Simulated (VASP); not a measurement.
Wanted: the native input for a VASP 6.6.1 run.

```
Task                   : single point
Functional             : PBEsol
Potentials or basis    : VASP PAW PBE potentials, release 64 (Au)
Cutoff                 : 520 eV
k mesh                 : 14 × 10 × 1
Occupations            : fermi-dirac, width 0.08 eV
Spin                   : no spin polarisation
Dipole correction      : yes
Further INCAR settings : ALGO = Normal; EDIFF = 1e-06; NBANDS = 36
```

The structure of Au lies in POSCAR:

```
Au
1.0
    2.8875555845      0.0000000000      0.0000000000
    0.0000000000      4.0836202698      0.0000000000
    0.0000000000      0.0000000000     21.7751000000
Au
5
Direct
    0.0000000000      0.0000000000      0.3714169557
    0.5000000000      0.5000000000      0.4303530778
    0.0000000000      0.0000000000      0.5000000000
    0.5000000000      0.5000000000      0.5696469222
    0.0000000000      0.0000000000      0.6285830443
```

One way to write it, as run:

INCAR

```
SYSTEM = Au
ALGO = Normal
DIPOL = 0.5 0.5 0.500
EDIFF = 1E-6
ENCUT = 520
GGA = PS
IDIPOL = 3
ISIF = 2
ISMEAR = -1
LASPH = .True.
LCHARG = .True.
LDIPOL = .True.
LELF = .True.
LREAL = .False.
LVACPOTAV = .True.
LVHAR = .True.
LWAVE = .False.
NBANDS = 36
NELM = 100
PREC = Accurate
SIGMA = 0.08
```

KPOINTS

```
k-points
0
Gamma
  14 10 1
  0 0 0
```

Potentials or basis: VASP PAW PBE potentials, release 64 (Au).

The run is started by

```console
$ cat potpaw_PBE.64/Au/POTCAR > POTCAR
$ mpirun -np 1 vasp_std > vasp.out
```

Results of the run:

| Item | Value |
| --- | --- |
| Largest force | 0.010 eV/Å |

Caveat: the PAW data sets were made with another functional, which shifts forces and pressure a little.

It took 8.8 min on 1 thread of Intel(R) Xeon(R) Platinum 8488C (Sapphire Rapids) (shared host), peak memory 0.51 GiB.
